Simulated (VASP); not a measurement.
# TaAl5 (P-62m) in VASP: a series of runs

Runs on TaAl5. Level: PBE. Tasks: single point.

Everything below comes from runs of VASP 6.6.1. Logs are shortened: lines on timing, memory, paths and dates and some standing lists are left out, and cuts for length are marked.

## (1) The cell of the first run

It takes space group P-62m (No. 189, hexagonal). The conventional cell has a = 5.029 Å, b = 5.029 Å, c = 4.504 Å, α = 90.00°, β = 90.00°, γ = 120.00°. Ta (site symmetry -62m) has 12 Al at 2.80 to 2.90 Å within 3.7 Å. Within 3.7 Å of Al (site symmetry m2m) lie 2 Ta at 2.80 Å and 10 Al at 2.81 to 2.91 Å. Al (site symmetry -6) has 9 Al at 2.81 to 2.90 Å and 3 Ta at 2.90 Å within 3.7 Å.

## (2) Single point, PBE

The input, INCAR:

```
PREC     = Accurate       # precision mode
ENCUT    = 520            # plane-wave cutoff, eV
EDIFF    = 1E-6           # SCF threshold, eV
ISMEAR   = 0              # smearing method
SIGMA    = 0.1            # smearing width, eV
LREAL    = False          # projectors in reciprocal space
LASPH    = True           # aspherical terms in the spheres
NELM     = 80             # most SCF steps
ALGO     = Fast           # electronic algorithm
ISIF     = 2              # what is computed and relaxed
LWAVE    = False          # write WAVECAR
LCHARG   = False          # write CHGCAR
GGA      = PE             # functional
NBANDS   = 22             # bands
```

The input, KPOINTS:

```
regular mesh
0
Gamma
  6 6 4
```

The input, POSCAR:

```
TaAl5
1.0
    5.0290940903      0.0000000000      0.0000000000
   -2.5145470451      4.3553232402      0.0000000000
    0.0000000000      0.0000000000      4.5035256266
Ta Al
1 5
Direct
    0.0000000000      0.0000000000      0.0000000000
    0.3319844075      0.0000000000      0.5000000000
    0.6680155925      0.6680155925      0.5000000000
    0.0000000000      0.3319844075      0.5000000000
    0.3333333333      0.6666666667      0.0000000000
    0.6666666667      0.3333333333      0.0000000000
```

Potentials or basis: VASP PAW PBE potentials, release 64 (Ta_pv, Al).

Run with:

```bash
$ cat potpaw_PBE.64/Ta_pv/POTCAR potpaw_PBE.64/Al/POTCAR > POTCAR
$ mpirun -np 1 vasp_std > vasp.out
```

OUTCAR:

```text
PREC = Accurate
   ENCUT = 520
   EDIFF = 1E-6
   ISMEAR = 0
   LREAL = False
   LASPH = True
   NELM = 80
   ISIF = 2
   GGA = PE

 ion  position               nearest neighbor table
   1  0.000  0.000  0.000-   4 2.80   4 2.80   2 2.80   2 2.80   3 2.80   3 2.80   6 2.90   5 2.90
                             5 2.90   6 2.90   6 2.90   5 2.90
   2  0.332  0.000  0.500-   1 2.80   1 2.80   5 2.81   5 2.81   6 2.81   6 2.81   4 2.89   3 2.89
                             3 2.91   4 2.91   3 2.91   4 2.91
   3  0.668  0.668  0.500-   1 2.80   1 2.80   6 2.81   6 2.81   5 2.81   5 2.81   4 2.89   2 2.89
                             4 2.91   2 2.91   2 2.91   4 2.91
   4  0.000  0.332  0.500-   1 2.80   1 2.80   6 2.81   6 2.81   5 2.81   5 2.81   2 2.89   3 2.89
                             3 2.91   2 2.91   2 2.91   3 2.91
   5  0.333  0.667  0.000-   2 2.81   2 2.81   4 2.81   4 2.81   3 2.81   3 2.81   1 2.90   6 2.90
                             6 2.90   1 2.90   1 2.90   6 2.90
   6  0.667  0.333  0.000-   4 2.81   4 2.81   2 2.81   2 2.81   3 2.81   3 2.81   1 2.90   5 2.90
                             5 2.90   1 2.90   1 2.90   5 2.90

  LATTYP: Found a hexagonal cell.
 ALAT       =     5.0290940903
 C/A-ratio  =     0.8954944063

  Lattice vectors:

 A1 = (   5.0290940903,   0.0000000000,   0.0000000000)
 A2 = (  -2.5145470451,   4.3553232402,   0.0000000000)
 A3 = (   0.0000000000,   0.0000000000,   4.5035256266)

Analysis of symmetry for initial positions (statically):
=====================================================================
 Subroutine PRICEL returns:
 Original cell was already a primitive cell.

 Routine SETGRP: Setting up the symmetry group for a
 hexagonal supercell.

 Subroutine GETGRP returns: Found 12 space group operations
 (whereof 12 operations were pure point group operations)
 out of a pool of 24 trial point group operations.

The static configuration has the point symmetry D_3h.

Analysis of symmetry for dynamics (positions and initial velocities):
=====================================================================
 Subroutine PRICEL returns:
 Original cell was already a primitive cell.

 Routine SETGRP: Setting up the symmetry group for a
 hexagonal supercell.

 Subroutine GETGRP returns: Found 12 space group operations
 (whereof 12 operations were pure point group operations)
 out of a pool of 24 trial point group operations.

The dynamic configuration has the point symmetry D_3h.

 Subroutine INISYM returns: Found 12 space group operations
 (whereof 12 operations are pure point group operations),
 and found     1 'primitive' translations

----------------------------------------------------------------------------------------

                                     Primitive cell

  volume of cell :      98.6422

  direct lattice vectors                    reciprocal lattice vectors
     5.029094090  0.000000000  0.000000000     0.198842969  0.114802042  0.000000000
    -2.514547045  4.355323240  0.000000000     0.000000000  0.229604083  0.000000000
     0.000000000  0.000000000  4.503525627     0.000000000  0.000000000  0.222048254

  length of vectors
     5.029094090  5.029094090  4.503525627     0.229604083  0.229604083  0.222048254

  position of ions in fractional coordinates (direct lattice)
     0.000000000  0.000000000  0.000000000
     0.331984408  0.000000000  0.500000000
     0.668015592  0.668015592  0.500000000
     0.000000000  0.331984408  0.500000000
     0.333333333  0.666666667  0.000000000
     0.666666667  0.333333333  0.000000000

  ion indices of the primitive-cell ions
   primitive index   ion index
                 1           1
                 2           2
                 3           3
                 4           4
                 5           5
                 6           6

----------------------------------------------------------------------------------------

 KPOINTS: regular mesh

Automatic generation of k-mesh.
 Grid dimensions read from file:
 generate k-points for:    6    6    4

 Generating k-lattice:

  Cartesian coordinates                     Fractional coordinates (reciprocal lattice)
     0.033140495  0.019133674  0.000000000     0.166666667  0.000000000  0.000000000
     0.000000000  0.038267347  0.000000000     0.000000000  0.166666667  0.000000000
     0.000000000  0.000000000  0.055512063     0.000000000  0.000000000  0.250000000

  Length of vectors
     0.038267347  0.038267347  0.055512063

  Shift w.r.t. Gamma in fractional coordinates (k-lattice)
     0.000000000  0.000000000  0.000000000

 Subroutine IBZKPT returns following result:
 ===========================================

 Found     21 irreducible k-points:

 Following reciprocal coordinates:
            Coordinates               Weight
  0.000000  0.000000  0.000000      1.000000
  0.166667 -0.000000  0.000000      6.000000
  0.333333 -0.000000  0.000000      6.000000
  0.500000  0.000000  0.000000      3.000000
  0.166667  0.166667  0.000000      6.000000
  0.333333  0.166667  0.000000     12.000000
[... 13 lines left out ...]
  0.333333  0.166667  0.500000     12.000000
  0.333333  0.333333  0.500000      2.000000
   k-points           NKPTS =     21   k-points in BZ     NKDIM =     21   number of bands    NBANDS=     22
   number of dos      NEDOS =    301   number of ions     NIONS =      6
   total plane-waves  NPLWV =  57600
   dimension x,y,z NGX =    40 NGY =   40 NGZ =   36
   dimension x,y,z NGXF=    80 NGYF=   80 NGZF=   72
   ions per type =               1   5
   NGX,Y,Z   is equivalent  to a cutoff of  13.22, 13.22, 13.29 a.u.
   NGXF,Y,Z  is equivalent  to a cutoff of  26.45, 26.45, 26.58 a.u.
 SYSTEM =  unknown system
   PREC   = accura    normal or accurate (medium, high low for compatibility)
   ISTART =      0    job   : 0-new  1-cont  2-samecut
   ICHARG =      2    charge: 1-file 2-atom 10-const
   ISPIN  =      1    spin polarized calculation?
   LNONCOLLINEAR =      F non collinear calculations
   LSORBIT =      F    spin-orbit coupling
   LASPH  =      T    aspherical Exc in radial PAW
   ENCUT  =  520.0 eV  38.22 Ry    6.18 a.u.   9.35  9.35  8.37*2*pi/ulx,y,z
   NELM   =     80;   NELMIN=  2; NELMDL= -5     # of ELM steps
   EDIFF  = 0.1E-05   stopping-criterion for ELM
   LREAL  =      F    real-space projection
   EDIFFG = 0.1E-04   stopping-criterion for IOM
   NSW    =      0    number of steps for IOM
   IBRION =     -1    ionic relax: 0-MD 1-quasi-New 2-CG
   NFREE  =      0    steps in history (QN), initial steepest desc. (CG)
   ISIF   =      2    stress and relaxation
   ISYM   =      2    0-nonsym 1-usesym 2-fastsym
   POTIM  = 0.5000    time-step for ionic-motion
   TEBEG  =    0.0;   TEEND  =   0.0 temperature during run
   PSTRESS=    0.0 pullay stress
   NELECT =      26.0000    total number of electrons
   NUPDOWN=      -1.0000    fix difference up-down
   EMIN   =  10.00;   EMAX   =-10.00  energy-range for DOS
   EFERMI =   0.00;   METHOD = LEGACY
   ISMEAR =     0;   SIGMA  =   0.10  broadening in eV -4-tet -1-fermi 0-gaus
   EFERMI_NEDOS =   21; number of points for ismear=-14 and -15
   IALGO  =     68    algorithm
   IMIX   =      4    mixing-type and parameters
     AMIX     =   0.40;   BMIX     =  1.00
     AMIX_MAG =   1.60;   BMIX_MAG =  1.00
  volume/ion in A,a.u.               =      16.44       110.95
  Fermi-wavevector in a.u.,A,eV,Ry     =   1.049651  1.983553 14.990459  1.101768
  Thomas-Fermi vector in A             =   2.184623
   LORBIT       =      0    0 simple, 1 ext, 2 COOP (PROOUT), +10 PAW based schemes
   GGA     = PE    functional components
   LHFCALC =     F    Hartree Fock is set to
   AEXX    =    0.0000 exact exchange contribution
   IVDW    =     0    specifies the selected vdW correction
   LEPSILON=     F    determine dielectric tensor
   LRPA    =     F    only Hartree local field effects (RPA)
 non-spin polarized calculation
 RMM-DIIS sequential band-by-band and
 Gauss-broadening in eV      SIGMA  =   0.10
  energy-cutoff  :      520.00
  volume of cell :       98.64
 maximum number of plane-waves:      2693
 NGX is ok and might be reduce to    40
   NGX = 19   NGY = 19   NGZ = 17

 number of electron      25.9999998 magnetization

 Free energy of the ion-electron system (eV)
  ---------------------------------------------------
  ext. energy  EPLUGINS =         0.00000000
  ---------------------------------------------------
  free energy    TOTEN  =       -30.59318883 eV

  energy without entropy =      -30.55959613  energy(sigma->0) =      -30.57639248

 E-fermi :   7.4736     XC(G=0): -10.7051

 val. band max:        7.4726076427   @ k =   0.3333  -0.0000   0.0000
 cond. band min:       7.4815873093   @ k =   0.5000   0.0000   0.0000
 fundamental gap:      0.0089796666
 Fermi energy:         7.4736485274

 k-point     1 :       0.0000    0.0000    0.0000
  band No.  band energies     occupation
      1     -26.5846      2.00000
      2     -26.3737      2.00000
      3     -26.3737      2.00000
      4      -3.0827      2.00000
      5       2.9030      2.00000
      6       3.5231      2.00000
[... 14 lines left out ...]
     21      12.7138      0.00000
     22      12.7158      0.00000

 k-point     2 :       0.1667   -0.0000    0.0000
  band No.  band energies     occupation
      1     -26.5846      2.00000
      2     -26.3744      2.00000
      3     -26.3739      2.00000
      4      -2.8508      2.00000
      5       2.0281      2.00000
      6       2.7847      2.00000
[... 14 lines left out ...]
     21      12.3551      0.00000
     22      12.5441      0.00000

 k-point     3 :       0.3333   -0.0000    0.0000
  band No.  band energies     occupation
      1     -26.5845      2.00000
      2     -26.3757      2.00000
      3     -26.3742      2.00000
      4      -2.1680      2.00000
      5       0.3740      2.00000
      6       2.3702      2.00000
[... 14 lines left out ...]
     21      12.4319      0.00000
     22      12.4462      0.00000

 k-point     4 :       0.5000    0.0000    0.0000
  band No.  band energies     occupation
      1     -26.5844      2.00000
      2     -26.3764      2.00000
      3     -26.3743      2.00000
      4      -1.1453      2.00000
      5      -0.9917      2.00000
      6       2.1702      2.00000
[... 14 lines left out ...]
     21      12.6547      0.00000
     22      13.2604      0.00000

 k-point     5 :       0.1667    0.1667    0.0000
  band No.  band energies     occupation
      1     -26.5845      2.00000
      2     -26.3753      2.00000
      3     -26.3742      2.00000
      4      -2.3933      2.00000
      5       1.1097      2.00000
      6       1.6896      2.00000
[... 342 lines left out ...]
 k-point    19 :       0.1667    0.1667    0.5000
  band No.  band energies     occupation
      1     -26.5924      2.00000
      2     -26.3745      2.00000
      3     -26.3735      2.00000
      4      -0.7656      2.00000
      5      -0.2800      2.00000
      6       2.5582      2.00000
[... 14 lines left out ...]
     21      13.4799      0.00000
     22      13.8589      0.00000

 k-point    20 :       0.3333    0.1667    0.5000
  band No.  band energies     occupation
      1     -26.5923      2.00000
      2     -26.3753      2.00000
      3     -26.3739      2.00000
      4      -0.0524      2.00000
      5       0.6062      2.00000
      6       1.2296      2.00000
[... 14 lines left out ...]
     21      13.3779      0.00000
     22      13.5728      0.00000

 k-point    21 :       0.3333    0.3333    0.5000
  band No.  band energies     occupation
      1     -26.5923      2.00000
      2     -26.3748      2.00000
      3     -26.3748      2.00000
      4       0.7092      2.00000
      5       0.7092      2.00000
      6       1.4077      2.00000
[... 14 lines left out ...]
     21      14.5513      0.00000
     22      14.6576      0.00000

------------------------ aborting loop because EDIFF is reached ----------------------------------------

  FORCE on cell =-STRESS in cart. coord.  units (eV):
  Direction    XX          YY          ZZ          XY          YZ          ZX
  --------------------------------------------------------------------------------------
  -------------------------------------------------------------------------------------
  Total        0.1184305      0.1184305     -0.0843453      0.0000000      0.0000000      0.0000000
  in kB        1.9235847      1.9235847     -1.3699631      0.0000000      0.0000000      0.0000000
  external PRESSURE =       0.8257354 kB  Pullay stress =       0.0000000 kB

 VOLUME and BASIS-vectors are now :
 -----------------------------------------------------------------------------
  energy-cutoff  :      520.00
  volume of cell :       98.64
      direct lattice vectors                 reciprocal lattice vectors
     5.029094090  0.000000000  0.000000000     0.198842969  0.114802042  0.000000000
    -2.514547045  4.355323240  0.000000000     0.000000000  0.229604083  0.000000000
     0.000000000  0.000000000  4.503525627     0.000000000  0.000000000  0.222048254

 POSITION                                       TOTAL-FORCE (eV/Angst)
 -----------------------------------------------------------------------------------
      0.00000      0.00000      0.00000         0.000000      0.000000      0.000000
      1.66958      0.00000      2.25176        -0.024227      0.000000     -0.000000
      1.67976      2.90942      2.25176         0.012113      0.020981     -0.000000
     -0.83479      1.44590      2.25176         0.012113     -0.020981      0.000000
     -0.00000      2.90355      0.00000         0.000000      0.000000      0.000000
      2.51455      1.45177      0.00000         0.000000      0.000000      0.000000
 -----------------------------------------------------------------------------------
    total drift:                                0.000000      0.000000      0.000000

  FREE ENERGIE OF THE ION-ELECTRON SYSTEM (eV)
  ---------------------------------------------------
  free  energy   TOTEN  =       -30.5931888252 eV

  energy  without entropy=      -30.5595961296  energy(sigma->0) =      -30.57639248
```

It took 24 s on 1 thread of Intel Xeon 6975P-C (Granite Rapids), shared host; peak memory 0.24 GiB.

What came out:

- Free energy: -30.5932 eV
- Pressure: 0.1 GPa
- Largest force: 0.024 eV/Å
- Band gap on the k mesh: zero (band 13 reaches 7.72 eV, above the bottom of band 14 at 6.51 eV)

Forces in eV/Å, atoms in the order of the input:
```
Ta   0.000  0.000  0.000
Al  -0.024  0.000  0.000
Al   0.012  0.021  0.000
Al   0.012 -0.021  0.000
Al   0.000  0.000  0.000
Al   0.000  0.000  0.000
```

Stress tensor (GPa, compression positive):
```
 0.19  0.00  0.00
 0.00  0.19  0.00
 0.00  0.00 -0.14
```

Caveat: spin-orbit coupling is left out, which moves the levels of the heavy elements.

[end of part 1 of 2]
